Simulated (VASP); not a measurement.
# Pd (Fd-3m) in VASP: further runs

Runs on Pd. Level: PBE. Tasks: single point.

All numbers are computed with VASP 6.6.1; they aren't measurements. Logs are shortened: lines on timing, memory, paths and dates and some standing lists are left out, and cuts for length are marked.

## 1. The cell of the first run

The structure is cubic, space group Fd-3m (No. 227). The conventional cell has a = 5.732 Å, b = 5.732 Å, c = 5.732 Å, α = 90.00°, β = 90.00°, γ = 90.00°. Pd (site symmetry -43m) has 4 Pd at 2.48 Å within 3.3 Å.

## 2. Single point, PBE (volume scaled by 0.96)

The input, INCAR:

```
SYSTEM = Pd
PREC     = Accurate       ! precision mode
ENCUT    = 520            ! plane-wave cutoff, eV
EDIFF    = 1E-6           ! SCF threshold, eV
ISMEAR   = -1             ! smearing method
SIGMA    = 0.1            ! smearing width, eV
LREAL    = .FALSE.        ! projectors in reciprocal space
LASPH    = .TRUE.         ! aspherical terms in the spheres
NELM     = 80             ! most SCF steps
ALGO     = Normal         ! electronic algorithm
ISIF     = 2              ! what is computed and relaxed
LWAVE    = .FALSE.        ! write WAVECAR
LCHARG   = .FALSE.        ! write CHGCAR
GGA      = PE             ! functional
NBANDS   = 17             ! bands
```

The input, KPOINTS:

```
Automatic mesh
0
G
  11 11 11
  0 0 0
```

The input, POSCAR:

```
Pd
1.0
    0.0000000000      2.8661700131      2.8661700131
    2.8661700131      0.0000000000      2.8661700131
    2.8661700131      2.8661700131      0.0000000000
Pd
2
Direct
    0.1250000000      0.1250000000      0.1250000000
    0.8750000000      0.8750000000      0.8750000000
```

Potentials or basis: VASP PAW PBE potentials, release 64 (Pd).

The run is started by

```sh
$ cat potpaw_PBE.64/Pd/POTCAR > POTCAR
$ mpirun -np 1 vasp_std > vasp.out
```

OUTCAR:

```text
SYSTEM = Pd
   PREC = Accurate
   ENCUT = 520
   EDIFF = 1E-6
   ISMEAR = -1
   LREAL = .FALSE.
   LASPH = .TRUE.
   NELM = 80
   ISIF = 2
   GGA = PE

 ion  position               nearest neighbor table
   1  0.125  0.125  0.125-   2 2.48   2 2.48   2 2.48   2 2.48
   2  0.875  0.875  0.875-   1 2.48   1 2.48   1 2.48   1 2.48

  LATTYP: Found a face centered cubic cell.
 ALAT       =     5.7323400262

  Lattice vectors:

 A1 = (   0.0000000000,   2.8661700131,   2.8661700131)
 A2 = (   2.8661700131,   0.0000000000,   2.8661700131)
 A3 = (   2.8661700131,   2.8661700131,   0.0000000000)

Analysis of symmetry for initial positions (statically):
=====================================================================
 Subroutine PRICEL returns:
 Original cell was already a primitive cell.

 Routine SETGRP: Setting up the symmetry group for a
 face centered cubic supercell.

 Subroutine GETGRP returns: Found 48 space group operations
 (whereof 12 operations were pure point group operations)
 out of a pool of 48 trial point group operations.

The static configuration has the point symmetry D_3d.
 The point group associated with its full space group is O_h .

Analysis of symmetry for dynamics (positions and initial velocities):
=====================================================================
 Subroutine PRICEL returns:
 Original cell was already a primitive cell.

 Routine SETGRP: Setting up the symmetry group for a
 face centered cubic supercell.

 Subroutine GETGRP returns: Found 48 space group operations
 (whereof 12 operations were pure point group operations)
 out of a pool of 48 trial point group operations.

The dynamic configuration has the point symmetry D_3d.
 The point group associated with its full space group is O_h .

 Subroutine INISYM returns: Found 48 space group operations
 (whereof 12 operations are pure point group operations),
 and found     1 'primitive' translations

----------------------------------------------------------------------------------------

                                     Primitive cell

  volume of cell :      47.0908

  direct lattice vectors                    reciprocal lattice vectors
     0.000000000  2.866170013  2.866170013    -0.174448828  0.174448828  0.174448828
     2.866170013  0.000000000  2.866170013     0.174448828 -0.174448828  0.174448828
     2.866170013  2.866170013  0.000000000     0.174448828  0.174448828 -0.174448828

  length of vectors
     4.053376505  4.053376505  4.053376505     0.302154234  0.302154234  0.302154234

  position of ions in fractional coordinates (direct lattice)
     0.125000000  0.125000000  0.125000000
     0.875000000  0.875000000  0.875000000

  ion indices of the primitive-cell ions
   primitive index   ion index
                 1           1
                 2           2

----------------------------------------------------------------------------------------

 KPOINTS: Automatic mesh

Automatic generation of k-mesh.
 Grid dimensions read from file:
 generate k-points for:   11   11   11

 Generating k-lattice:

  Cartesian coordinates                     Fractional coordinates (reciprocal lattice)
    -0.015858984  0.015858984  0.015858984     0.090909091  0.000000000  0.000000000
     0.015858984 -0.015858984  0.015858984     0.000000000  0.090909091  0.000000000
     0.015858984  0.015858984 -0.015858984     0.000000000  0.000000000  0.090909091

  Length of vectors
     0.027468567  0.027468567  0.027468567

  Shift w.r.t. Gamma in fractional coordinates (k-lattice)
     0.000000000  0.000000000  0.000000000

 Subroutine IBZKPT returns following result:
 ===========================================

 Found     56 irreducible k-points:

 Following reciprocal coordinates:
            Coordinates               Weight
  0.000000  0.000000  0.000000      1.000000
  0.090909  0.000000  0.000000      8.000000
  0.181818  0.000000  0.000000      8.000000
  0.272727  0.000000  0.000000      8.000000
  0.363636  0.000000  0.000000      8.000000
  0.454545  0.000000  0.000000      8.000000
[... 16 lines left out ...]
 -0.272727  0.181818  0.000000     24.000000
 -0.181818  0.181818  0.000000     12.000000
 [... further k-points ...]
   k-points           NKPTS =     56   k-points in BZ     NKDIM =     56   number of bands    NBANDS=     17
   number of dos      NEDOS =    301   number of ions     NIONS =      2
   total plane-waves  NPLWV =  27000
   dimension x,y,z NGX =    30 NGY =   30 NGZ =   30
   dimension x,y,z NGXF=    60 NGYF=   60 NGZF=   60
   ions per type =               2
   NGX,Y,Z   is equivalent  to a cutoff of  12.30, 12.30, 12.30 a.u.
   NGXF,Y,Z  is equivalent  to a cutoff of  24.61, 24.61, 24.61 a.u.
 SYSTEM =  Pd
   PREC   = accura    normal or accurate (medium, high low for compatibility)
   ISTART =      0    job   : 0-new  1-cont  2-samecut
   ICHARG =      2    charge: 1-file 2-atom 10-const
   ISPIN  =      1    spin polarized calculation?
   LNONCOLLINEAR =      F non collinear calculations
   LSORBIT =      F    spin-orbit coupling
   LASPH  =      T    aspherical Exc in radial PAW
   ENCUT  =  520.0 eV  38.22 Ry    6.18 a.u.   7.54  7.54  7.54*2*pi/ulx,y,z
   NELM   =     80;   NELMIN=  2; NELMDL= -5     # of ELM steps
   EDIFF  = 0.1E-05   stopping-criterion for ELM
   LREAL  =      F    real-space projection
   EDIFFG = 0.1E-04   stopping-criterion for IOM
   NSW    =      0    number of steps for IOM
   IBRION =     -1    ionic relax: 0-MD 1-quasi-New 2-CG
   NFREE  =      0    steps in history (QN), initial steepest desc. (CG)
   ISIF   =      2    stress and relaxation
   ISYM   =      2    0-nonsym 1-usesym 2-fastsym
   POTIM  = 0.5000    time-step for ionic-motion
   TEBEG  =    0.0;   TEEND  =   0.0 temperature during run
   PSTRESS=    0.0 pullay stress
   NELECT =      20.0000    total number of electrons
   NUPDOWN=      -1.0000    fix difference up-down
   EMIN   =  10.00;   EMAX   =-10.00  energy-range for DOS
   EFERMI =   0.00;   METHOD = LEGACY
   ISMEAR =    -1;   SIGMA  =   0.10  broadening in eV -4-tet -1-fermi 0-gaus
   EFERMI_NEDOS =   21; number of points for ismear=-14 and -15
   IALGO  =     38    algorithm
   IMIX   =      4    mixing-type and parameters
     AMIX     =   0.40;   BMIX     =  1.00
     AMIX_MAG =   1.60;   BMIX_MAG =  1.00
  volume/ion in A,a.u.               =      23.55       158.89
  Fermi-wavevector in a.u.,A,eV,Ry     =   1.230570  2.325440 20.603327  1.514302
  Thomas-Fermi vector in A             =   2.365413
   LORBIT       =      0    0 simple, 1 ext, 2 COOP (PROOUT), +10 PAW based schemes
   GGA     = PE    functional components
   LHFCALC =     F    Hartree Fock is set to
   AEXX    =    0.0000 exact exchange contribution
   IVDW    =     0    specifies the selected vdW correction
   LEPSILON=     F    determine dielectric tensor
   LRPA    =     F    only Hartree local field effects (RPA)
 non-spin polarized calculation
  energy-cutoff  :      520.00
  volume of cell :       47.09
 maximum number of plane-waves:      1295
 NGX is ok and might be reduce to    30
   NGX = 15   NGY = 15   NGZ = 15

 number of electron      19.9999996 magnetization

 Free energy of the ion-electron system (eV)
  ---------------------------------------------------
  ext. energy  EPLUGINS =         0.00000000
  ---------------------------------------------------
  free energy    TOTEN  =        -8.24651189 eV

  energy without entropy =       -8.07127251  energy(sigma->0) =       -8.15889220

 E-fermi :   4.3266     XC(G=0): -10.1263

 val. band max:        4.3255629440   @ k =   0.3636   0.1818   0.0909
 cond. band min:       4.3303600671   @ k =  -0.3636   0.3636   0.1818
 fundamental gap:      0.0047971231
 Fermi energy:         4.3265788261

 k-point     1 :       0.0000    0.0000    0.0000
  band No.  band energies     occupation
      1      -0.3503      2.00000
      2       0.8377      2.00000
      3       0.8377      2.00000
      4       0.9822      2.00000
      5       0.9822      2.00000
      6       0.9822      2.00000
[... 9 lines left out ...]
     16      16.6073      0.00000
     17      16.6107      0.00000

 k-point     2 :       0.0909    0.0000    0.0000
  band No.  band energies     occupation
      1      -0.2286      2.00000
      2       0.7502      2.00000
      3       0.7502      2.00000
      4       0.9847      2.00000
      5       1.1022      2.00000
      6       1.1022      2.00000
[... 9 lines left out ...]
     16      17.1693      0.00000
     17      17.4366      0.00000

 k-point     3 :       0.1818    0.0000    0.0000
  band No.  band energies     occupation
      1       0.1072      2.00000
      2       0.6760      2.00000
      3       0.6760      2.00000
      4       1.0049      2.00000
      5       1.2483      2.00000
      6       1.2483      2.00000
[... 9 lines left out ...]
     16      17.5628      0.00000
     17      17.8961      0.00000

 k-point     4 :       0.2727    0.0000    0.0000
  band No.  band energies     occupation
      1       0.5281      2.00000
      2       0.6721      2.00000
      3       0.6721      2.00000
      4       1.0832      2.00000
      5       1.3039      2.00000
      6       1.3039      2.00000
[... 9 lines left out ...]
     16      17.4967      0.00000
     17      17.4974      0.00000

 k-point     5 :       0.3636    0.0000    0.0000
  band No.  band energies     occupation
      1       0.7372      2.00000
      2       0.7372      2.00000
      3       0.7985      2.00000
      4       1.2077      2.00000
      5       1.2408      2.00000
      6       1.2408      2.00000
[... 9 lines left out ...]
     16      17.1818      0.00000
     17      17.1818      0.00000

 k-point     6 :       0.4545    0.0000    0.0000
  band No.  band energies     occupation
      1       0.8389      2.00000
      2       0.8389      2.00000
      3       0.9181      2.00000
      4       1.1226      2.00000
      5       1.1226      2.00000
      6       1.2227      2.00000
[... 9 lines left out ...]
     16      17.0170      0.00000
     17      17.0170      0.00000

 k-point     7 :       0.0909    0.0909    0.0000
  band No.  band energies     occupation
      1      -0.1865      2.00000
      2       0.6401      2.00000
      3       0.8997      2.00000
      4       0.9788      2.00000
      5       0.9788      2.00000
      6       1.2183      2.00000
[... 9 lines left out ...]
     16      16.7045      0.00000
     17      18.1649      0.00000

 k-point     8 :       0.1818    0.0909    0.0000
  band No.  band energies     occupation
      1       0.0836      2.00000
      2       0.5474      2.00000
      3       0.8501      2.00000
      4       0.9825      2.00000
      5       1.1026      2.00000
      6       1.3766      2.00000
[... 9 lines left out ...]
     16      16.1727      0.00000
     17      17.9891      0.00000
[... 203 lines left out ...]
      1       0.3962      2.00000
      2       0.7951      2.00000
      3       0.9141      2.00000
      4       1.2345      2.00000
      5       1.2999      2.00000
      6       1.7142      2.00000
[... 9 lines left out ...]
     16      16.6335      0.00000
     17      19.2715      0.00000

 k-point    20 :       0.4545    0.1818    0.0000
  band No.  band energies     occupation
      1       0.4289      2.00000
      2       0.8221      2.00000
      3       0.8618      2.00000
      4       1.3753      2.00000
      5       1.3971      2.00000
      6       1.6399      2.00000
[... 9 lines left out ...]
     16      18.0757      0.00000
     17      19.0779      0.00000

 k-point    21 :      -0.4545    0.1818    0.0000
  band No.  band energies     occupation
      1       0.4609      2.00000
      2       0.7535      2.00000
      3       0.9066      2.00000
      4       1.4147      2.00000
      5       1.4952      2.00000
      6       1.4991      2.00000
[... 9 lines left out ...]
     16      18.4831      0.00000
     17      18.6681      0.00000

 k-point    22 :      -0.3636    0.1818    0.0000
  band No.  band energies     occupation
      1       0.5085      2.00000
      2       0.6283      2.00000
      3       1.0255      2.00000
      4       1.2704      2.00000
      5       1.4373      2.00000
      6       1.6354      2.00000
[... 9 lines left out ...]
     16      18.2509      0.00000
     17      18.3136      0.00000

 k-point    23 :      -0.2727    0.1818    0.0000
  band No.  band energies     occupation
      1       0.5348      2.00000
      2       0.5794      2.00000
      3       1.0576      2.00000
      4       1.1643      2.00000
      5       1.2959      2.00000
      6       1.7068      2.00000
[... 9 lines left out ...]
     16      18.0671      0.00000
     17      18.0929      0.00000

 k-point    24 :      -0.1818    0.1818    0.0000
  band No.  band energies     occupation
      1       0.5048      2.00000
      2       0.5854      2.00000
      3       0.9332      2.00000
      4       1.0243      2.00000
      5       1.2031      2.00000
      6       1.6207      2.00000
[... 9 lines left out ...]
     16      17.7685      0.00000
     17      17.9110      0.00000

 [... further k-points ...]

------------------------ aborting loop because EDIFF is reached ----------------------------------------

  FORCE on cell =-STRESS in cart. coord.  units (eV):
  Direction    XX          YY          ZZ          XY          YZ          ZX
  --------------------------------------------------------------------------------------
  -------------------------------------------------------------------------------------
  Total        0.7874668      0.7874668      0.7874668     -0.0000000     -0.0000000      0.0000000
  in kB       26.7921147     26.7921147     26.7921147     -0.0000000     -0.0000000      0.0000000
  external PRESSURE =      26.7921147 kB  Pullay stress =       0.0000000 kB

 VOLUME and BASIS-vectors are now :
 -----------------------------------------------------------------------------
  energy-cutoff  :      520.00
  volume of cell :       47.09
      direct lattice vectors                 reciprocal lattice vectors
     0.000000000  2.866170013  2.866170013    -0.174448828  0.174448828  0.174448828
     2.866170013  0.000000000  2.866170013     0.174448828 -0.174448828  0.174448828
     2.866170013  2.866170013  0.000000000     0.174448828  0.174448828 -0.174448828

 POSITION                                       TOTAL-FORCE (eV/Angst)
 -----------------------------------------------------------------------------------
      0.71654      0.71654      0.71654        -0.000000      0.000000     -0.000000
      5.01580      5.01580      5.01580         0.000000     -0.000000      0.000000
 -----------------------------------------------------------------------------------
    total drift:                               -0.000000      0.000000      0.000000

  FREE ENERGIE OF THE ION-ELECTRON SYSTEM (eV)
  ---------------------------------------------------
  free  energy   TOTEN  =        -8.2465118919 eV

  energy  without entropy=       -8.0712725117  energy(sigma->0) =       -8.15889220
```

It took 21 s on 1 thread of AMD EPYC 9R45 (Zen 5), shared host; peak memory 0.16 GiB.

What came out:

```yaml
Free_energy: -8.2465 eV
Pressure: 2.7 GPa
Band_gap_on_the_k_mesh: zero (band 10 reaches 4.40 eV, above the bottom of band 11 at 3.98 eV)
```

Levels at points of the mesh, in eV from the Fermi level:
```csv
k point,band 7,band 8,band 9,band 10,band 11,band 12,band 13,band 14
"(0.00, 0.00, 0.00)",-1.39,-1.39,-1.39,-0.18,-0.18,11.85,11.85,11.85
```

Caveat: the cell differs from its parent crystal (volume scaled by 0.96).

## 3. Single point, PBE

This run uses another cell than the first one, of 24.53 Å³/atom, 1.042 times its volume.

The input, INCAR:

```
ALGO = Normal
EDIFF = 1E-7
ENCUT = 520
GGA = PE
ISIF = 2
ISMEAR = -1
LASPH = T
LCHARG = F
LREAL = F
LWAVE = F
NBANDS = 17
NELM = 80
PREC = Accurate
SIGMA = 0.1
```

The input, KPOINTS:

```
k-points
0
Gamma
  11 11 11
```

The input, POSCAR:

```
Pd
1.0
    0.0000000000      2.9054374955      2.9054374955
    2.9054374955      0.0000000000      2.9054374955
    2.9054374955      2.9054374955      0.0000000000
Pd
2
Direct
    0.1250000000      0.1250000000      0.1250000000
    0.8750000000      0.8750000000      0.8750000000
```

Potentials or basis: VASP PAW PBE potentials, release 64 (Pd).

The run is started by

```sh
$ cat potpaw_PBE.64/Pd/POTCAR > POTCAR
$ mpirun -np 1 vasp_std > vasp.out
```

Run time: 26 s. Hardware: 1 thread of AMD EPYC 9R45 (Zen 5), shared host; peak memory 0.16 GiB.

It converged, with:

| Property | Result |
| --- | --- |
| Free energy | -8.2613 eV |
| Pressure | -0.2 GPa |
| Band gap on the k mesh | zero (band 10 reaches 3.97 eV, above the bottom of band 11 at 3.64 eV) |

Levels at points of the mesh, in eV from the Fermi level:
| k point | band 8 | band 9 | band 10 | band 11 | band 12 | band 13 |
| --- | --- | --- | --- | --- | --- | --- |
| (0.00, 0.00, 0.00) | -1.31 | -1.31 | -0.19 | -0.19 | 11.52 | 11.52 |

## 4. Single point, PBE (volume scaled by 1.04)

The input, INCAR:

```
SYSTEM = Pd
ALGO     = Normal         ! electronic algorithm
EDIFF    = 1E-6           ! SCF threshold, eV
ENCUT    = 520            ! plane-wave cutoff, eV
GGA      = PE             ! functional
ISIF     = 2              ! what is computed and relaxed
ISMEAR   = -1             ! smearing method
LASPH    = .TRUE.         ! aspherical terms in the spheres
LCHARG   = .FALSE.        ! write CHGCAR
LREAL    = .FALSE.        ! projectors in reciprocal space
LWAVE    = .FALSE.        ! write WAVECAR
NBANDS   = 17             ! bands
NELM     = 60             ! most SCF steps
PREC     = Accurate       ! precision mode
SIGMA    = 0.1            ! smearing width, eV
```

The input, KPOINTS:

```
k-points
0
G
  11 11 11
  0 0 0
```

The input, POSCAR:

```
Pd
1.0
    0.0000000000      2.9436713208      2.9436713208
    2.9436713208      0.0000000000      2.9436713208
    2.9436713208      2.9436713208      0.0000000000
Pd
2
Direct
    0.1250000000      0.1250000000      0.1250000000
    0.8750000000      0.8750000000      0.8750000000
```

The run is started by

```sh
$ cat potpaw_PBE.64/Pd/POTCAR > POTCAR
$ mpirun -np 1 vasp_std > vasp.out
```

It took 22 s on 1 thread of AMD EPYC 9R45 (Zen 5), shared host; peak memory 0.16 GiB.

It converged, with:

- Free energy: -8.2444 eV
- Pressure: -2.5 GPa
- Band gap on the k mesh: zero (band 10 reaches 3.58 eV, above the bottom of band 11 at 3.26 eV)

Levels at points of the mesh, in eV from the Fermi level:
```tsv
k point	band 8	band 9	band 10	band 11	band 12	band 13
(0.00, 0.00, 0.00)	-1.24	-1.24	-0.19	-0.19	11.21	11.21
```

Caveat: the cell differs from its parent crystal (volume scaled by 1.04).

## 5. Overview

```csv
cell,gap on the mesh (eV),pressure (GPa)
"a = 4.053 Å, angles 60.0°, 2 atoms",none,2.7
"a = 4.109 Å, angles 60.0°, 2 atoms",none,-0.2
"a = 4.163 Å, angles 60.0°, 2 atoms",none,-2.5
```

Alike in all rows: task single point; level PBE; potentials or basis VASP PAW PBE potentials, release 64 (Pd); no spin polarisation; k mesh 11 × 11 × 11; cutoff (eV) 520; smearing fermi-dirac 0.1 eV.

Absolute energies hang on the potentials; compare differences alone.
